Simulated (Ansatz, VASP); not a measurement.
**LiF: VASP beside Ansatz**

Contents of POSCAR:

```
LiF
1.0
    0.0000000000      2.0140000000      2.0140000000
    2.0140000000      0.0000000000      2.0140000000
    2.0140000000      2.0140000000      0.0000000000
Li F
1 1
Direct
   -0.0310327706     -0.0310327706      0.0310327706
    0.5000000000      0.5000000000      0.5000000000
```

The input INCAR.step1:

```
SYSTEM = LiF
PREC = Accurate
ENCUT = 520
ISMEAR = 0
SIGMA = 0.05
LREAL = .False.
LASPH = .True.
NELM = 80
NBANDS = 12
GGA = PE
ALGO = Normal
EDIFF = 1E-4
LWAVE = .True.
LCHARG = .False.
```

File INCAR.step2:

```
SYSTEM = LiF
PREC = Accurate
ENCUT = 520
EDIFF = 1E-7
ISMEAR = 0
SIGMA = 0.05
LREAL = .False.
LASPH = .True.
NELM = 80
ALGO = Normal
ISIF = 2
LWAVE = .False.
LCHARG = .False.
METAGGA = R2SCAN
LMIXTAU = .True.
NBANDS = 12
ISTART = 1
```

Contents of KPOINTS:

```
Automatic mesh
0
Gamma
  10 10 10
  0 0 0
```

Input for Ansatz:

```yaml
crystal:
  lattice:
    - [0.0, 2.014, 2.014]
    - [2.014, 0.0, 2.014]
    - [2.014, 2.014, 0.0]
  atoms:
    - { symbol: Li, position: [-0.0310327706, -0.0310327706, 0.0310327706] }
    - { symbol: F, position: [0.5, 0.5, 0.5] }
basis:
  ecutwfc: 500
kpoints:
  mp_grid: { grid: [10, 10, 10] }
hamiltonian:
  xc: r2scan
scf:
  occupations: { method: gaussian, width: 0.05 }
output:
  forces: true
  stress: true
  eigenvalues: true
```

Change from the starting cell: all Li atoms moved +0.125 Å, as atom 1 towards its neighbour atom 2 (F) at 2.014 Å.

Alike in both runs: task single point; functional r2SCAN; k mesh 10 × 10 × 10; occupations gaussian, width 0.05 eV; no spin polarisation.

|  | VASP | Ansatz |
| --- | --- | --- |
| version | VASP 6.6.1 | Ansatz 0.2.0 |
| potentials or method | VASP PAW PBE potentials, release 64 (Li_sv, F), cutoff 520 eV | scalar-relativistic, plane waves, PAW |
| valence electrons in the cell | 10 | 10 |

Ansatz gave:

```
gap on the k mesh at the Fermi level (eV) : 10.03
least direct gap on the mesh (eV)         : 10.03
rms of the force components (eV/Å)        : 0.136
```

Task: Estimate VASP's values.

Result: gap on the k mesh at the Fermi level (eV): 10.24; least direct gap on the mesh (eV): 10.24; rms of the force components (eV/Å): 0.156.

VASP's potentials were made for PBE, not for r2SCAN. Atom by atom the forces differ by 0.020 eV/Å (rms over components). The functional is the same, so the differences come from potentials, cutoffs and numerics.

Noted on VASP's run: the cutoff is short for stress, so the pressure is rough.
